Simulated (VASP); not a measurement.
The system is Si.

```
Si
1.0
     3.13139    1.75869    3.46563
    -3.02370    1.78639    3.35237
     0.15566   -7.30574    6.93197
Si
12
Direct
  0.09497 0.15074 0.25685
  0.15379 0.14880 0.76445
  0.52799 0.15174 0.07928
  0.55996 0.13939 0.58598
  0.11823 0.58255 0.05392
  0.12031 0.54638 0.58274
  0.46745 0.87059 0.44491
  0.44407 0.90378 0.92783
  0.87937 0.83663 0.21495
  0.88810 0.80557 0.72561
  0.83769 0.45410 0.42640
  0.90807 0.40973 0.93710
```

```yaml
Program: VASP 6.6.1
Task: relaxation of cell and atoms
Functional: PBE
Potentials_or_basis: VASP PAW PBE potentials, release 64 (Si)
Cutoff: 600 eV
k_mesh: 4 × 4 × 2
Occupations: gaussian, width 0.2 eV
Spin: no spin polarisation
```

At the start: pressure 5.2 GPa; volume 19.07 Å³/atom.

Q: Where does the relaxation end?

A: Over 40 steps the energy falls by 232.6 meV/atom and the volume is 19.96 Å³/atom (+4.6 %); space group P1 (No. 1, to 0.1 Å) before, P-1 (No. 2, to 0.1 Å).

The path:
```csv
step,energy change (eV),largest force (eV/Å),pressure (GPa),volume (Å³)
1,0.0000,4.6435,5.16,228.84
2,-1.2833,1.0954,-3.91,249.43
3,-1.4628,1.1641,-2.15,242.53
4,-1.7518,1.0350,-0.15,235.26
5,-1.8130,0.8969,1.62,230.26
6,-1.9971,0.6388,0.76,232.41
7,-2.0382,0.8575,0.30,234.08
8,-2.2148,0.8584,-0.44,237.12
9,-2.2544,1.3783,-0.73,238.94
10,-2.4828,0.7506,-0.12,237.68
11,-2.5177,0.6926,0.28,236.94
12,-2.6359,0.4770,-0.12,237.66
13,-2.6361,0.5009,-0.13,237.68
14,-2.6955,0.2845,-0.02,237.25
15,-2.7090,0.4159,0.10,236.93
16,-2.7370,0.2423,-0.02,237.29
17,-2.7403,0.2837,-0.07,237.47
18,-2.7526,0.1786,0.03,237.32
19,-2.7530,0.1731,0.01,237.34
20,-2.7581,0.1143,0.03,237.36
21,-2.7584,0.1206,0.03,237.37
22,-2.7628,0.0855,0.01,237.59
23,-2.7642,0.1067,-0.02,237.79
24,-2.7682,0.0829,0.01,237.86
25,-2.7698,0.0944,0.05,237.93
26,-2.7730,0.0953,0.03,238.14
27,-2.7749,0.1520,0.00,238.47
28,-2.7787,0.0794,-0.03,238.71
29,-2.7801,0.1188,-0.05,238.96
30,-2.7832,0.0779,0.04,238.84
31,-2.7839,0.0894,0.12,238.74
32,-2.7868,0.0648,-0.03,239.35
33,-2.7869,0.0872,-0.08,239.54
34,-2.7889,0.0455,-0.01,239.45
35,-2.7889,0.0520,0.00,239.43
36,-2.7900,0.0489,0.01,239.41
37,-2.7902,0.0597,0.02,239.40
38,-2.7908,0.0253,-0.01,239.51
39,-2.7908,0.0254,-0.01,239.51
40,-2.7910,0.0223,0.00,239.46
```

Final structure:
```
Si
1.0
     3.59199    1.72517    3.31513
    -3.52193    1.49277    3.39841
    -0.41298   -6.74101    6.89317
Si
12
Direct
  0.15598 0.15644 0.26371
  0.15437 0.15633 0.76438
  0.56065 0.11501 0.07798
  0.55835 0.11430 0.57737
  0.10596 0.58182 0.07754
  0.10258 0.58048 0.57801
  0.43963 0.88372 0.42236
  0.44129 0.88710 0.92205
  0.84574 0.84301 0.23575
  0.84349 0.84386 0.73629
  0.89519 0.41830 0.42208
  0.89677 0.41963 0.92247
```
